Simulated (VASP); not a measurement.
Wanted: the native input for a VASP 6.6.1 run.

* Task: single point
* Functional: PBEsol
* Potentials or basis: VASP PAW PBE potentials, release 64 (Cd, As, Ge_d)
* Cutoff: 520 eV
* k mesh: 6 × 6 × 6
* Occupations: fermi-dirac, width 0.05 eV
* Spin: no spin polarisation
* Dipole correction: no
* Further INCAR settings: ALGO = Normal; EDIFF = 1e-06; NBANDS = 46

The structure of CdGeAs2 lies in POSCAR:

```
CdGeAs2
1.0
   -2.9724767659      2.9724767659      5.6519392537
    2.9724767659     -2.9724767659      5.6519392537
    2.9724767659      2.9724767659     -5.6519392537
Cd As Ge
2 4 2
Direct
    0.5000000000      0.5000000000      0.0000000000
    0.2500000000      0.7500000000      0.5000000000
    0.0996315421      0.1250000000      0.4746315421
    0.3750000000      0.9003684579      0.0253684579
    0.6503684579      0.6250000000      0.5253684579
    0.8750000000      0.3496315421      0.9746315421
    0.7500000000      0.2500000000      0.5000000000
    0.0000000000      0.0000000000      0.0000000000
```

The input as run:

INCAR

```
SYSTEM = CdGeAs2
ALGO     = Normal         ! electronic algorithm
EDIFF    = 1E-6           ! SCF threshold, eV
ENCUT    = 520            ! plane-wave cutoff, eV
GGA      = PS             ! functional
ISIF     = 2              ! what is computed and relaxed
ISMEAR   = -1             ! smearing method
LASPH    = .TRUE.         ! aspherical terms in the spheres
LCHARG   = .FALSE.        ! write CHGCAR
LREAL    = .FALSE.        ! projectors in reciprocal space
LWAVE    = .FALSE.        ! write WAVECAR
NBANDS   = 46             ! bands
NELM     = 60             ! most SCF steps
PREC     = Accurate       ! precision mode
SIGMA    = 0.05           ! smearing width, eV
```

KPOINTS

```
k-points
0
G
  6 6 6
  0 0 0
```

Potentials or basis: VASP PAW PBE potentials, release 64 (Cd, As, Ge_d).

Run with:

```console
$ cat potpaw_PBE.64/Cd/POTCAR potpaw_PBE.64/As/POTCAR potpaw_PBE.64/Ge_d/POTCAR > POTCAR
$ mpirun -np 1 vasp_std > vasp.out
```

Results of the run:

```yaml
Pressure: 0.2 GPa
Largest_force: 0.006 eV/Å
Band_gap_on_the_k_mesh: 0.20 eV (least direct gap 0.22 eV)
```

Caveat: the PAW data sets were made with another functional, which shifts forces and pressure a little.

Run time: 9.9 min on 1 thread of Intel Xeon 8259CL, with other jobs on the host, peak memory 0.56 GiB.
